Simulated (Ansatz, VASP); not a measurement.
## AgBr: VASP beside Ansatz

```
CELL_PARAMETERS angstrom
0.00000 2.92141 2.92141
2.92141 0.00000 2.92141
2.92141 2.92141 0.00000
ATOMIC_POSITIONS crystal
Ag 0.00000 0.00000 0.00000
Br 0.50000 0.50000 0.50000
```

Alike in both runs: task single point; functional r2SCAN; k mesh 6 × 6 × 6; no spin polarisation.

```csv
,VASP,Ansatz
version,VASP 6.6.1,Ansatz 0.2.0
potentials or method,"VASP PAW PBE potentials, release 64 (Ag, Br)","plane waves, PAW"
plane-wave cutoff (eV),550,500
occupations,"gaussian, width 0.01 eV",fixed
valence electrons in the cell,18,26
```

|  | VASP | Ansatz | Ansatz less VASP |
| --- | --- | --- | --- |
| gap on the k mesh at the Fermi level (eV) | 1.25 | 1.30 | +0.046 |
| pressure (GPa) | -1.3 | -1.2 | +0.05 |

VASP's potentials were made for PBE, not for r2SCAN. VASP's potentials hold 18 valence electrons a cell and Ansatz's 26, so a difference there can come from the potentials and not from the codes.
